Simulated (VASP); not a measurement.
Wanted: the native input for a VASP 6.6.1 run.

```
Task                   : single point
Functional             : PBEsol
Potentials or basis    : VASP PAW PBE potentials, release 64 (Ag, Cl)
Cutoff                 : 500 eV
k mesh                 : 8 × 8 × 8
Occupations            : gaussian, width 0.01 eV
Spin                   : no spin polarisation
Dipole correction      : no
Further INCAR settings : ALGO = Normal; EDIFF = 1e-06; NBANDS = 16
```

The structure of AgCl lies in POSCAR:

```
AgCl
1.0
    0.0000000000      2.6381194807      2.6381194807
    2.6381194807      0.0000000000      2.6381194807
    2.6381194807      2.6381194807      0.0000000000
Ag Cl
1 1
Direct
    0.0000000000      0.0000000000      0.0000000000
    0.5000000000      0.5000000000      0.5000000000
```

One way to write it, as run:

INCAR

```
PREC     = Accurate       # precision mode
ENCUT    = 500            # plane-wave cutoff, eV
EDIFF    = 1E-6           # SCF threshold, eV
ISMEAR   = 0              # smearing method
SIGMA    = 0.01           # smearing width, eV
LREAL    = F              # projectors in reciprocal space
LASPH    = T              # aspherical terms in the spheres
NELM     = 120            # most SCF steps
ALGO     = Normal         # electronic algorithm
ISIF     = 2              # what is computed and relaxed
LWAVE    = F              # write WAVECAR
LCHARG   = F              # write CHGCAR
GGA      = PS             # functional
NBANDS   = 16             # bands
GGA_COMPAT= F
```

KPOINTS

```
Automatic mesh
0
Gamma
  8 8 8
```

Potentials or basis: VASP PAW PBE potentials, release 64 (Ag, Cl).

The run is started by

```bash
$ cat potpaw_PBE.64/Ag/POTCAR potpaw_PBE.64/Cl/POTCAR > POTCAR
$ mpirun -np 1 vasp_std > vasp.out
```

It gave:

```json
{
 "Pressure": "6.9 GPa",
 "Band gap on the k mesh": "0.75 eV (least direct gap 3.58 eV)"
}
```

Caveat: the cell stands under pressure; the PAW data sets were made with another functional, which shifts forces and pressure a little.

Wall time 7 s on 1 thread of Intel(R) Xeon(R) 6975P-C (Granite Rapids) (shared host), peak memory 0.16 GiB.
